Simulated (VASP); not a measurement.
Here is a VASP 6.6.1 calculation.

The input INCAR:

```
PREC = Accurate
ENCUT = 520
EDIFF = 1E-6
ISMEAR = -1
SIGMA = 0.1
LREAL = F
LASPH = T
NELM = 80
ALGO = Normal
ISIF = 2
LWAVE = F
LCHARG = F
GGA = RE
NBANDS = 8
```

Contents of KPOINTS:

```
regular mesh
0
Gamma
  20 20 20
```

The input POSCAR:

```
C
1.0
    0.0000000000      1.5285981119      1.5285981119
    1.5285981119      0.0000000000      1.5285981119
    1.5285981119      1.5285981119      0.0000000000
C
1
Direct
    0.0000000000      0.0000000000      0.0000000000
```

Potentials or basis: VASP PAW PBE potentials, release 64 (C).

The run is started by

```console
$ cat potpaw_PBE.64/C/POTCAR > POTCAR
$ mpirun -np 1 vasp_std > vasp.out
```

Estimate the band gap on the k mesh.

zero (band 2 reaches 16.20 eV, above the bottom of band 3 at 4.38 eV).

Predict the pressure.

6.4 GPa.

Caveat: the PAW data sets were made with another functional, which shifts forces and pressure a little.
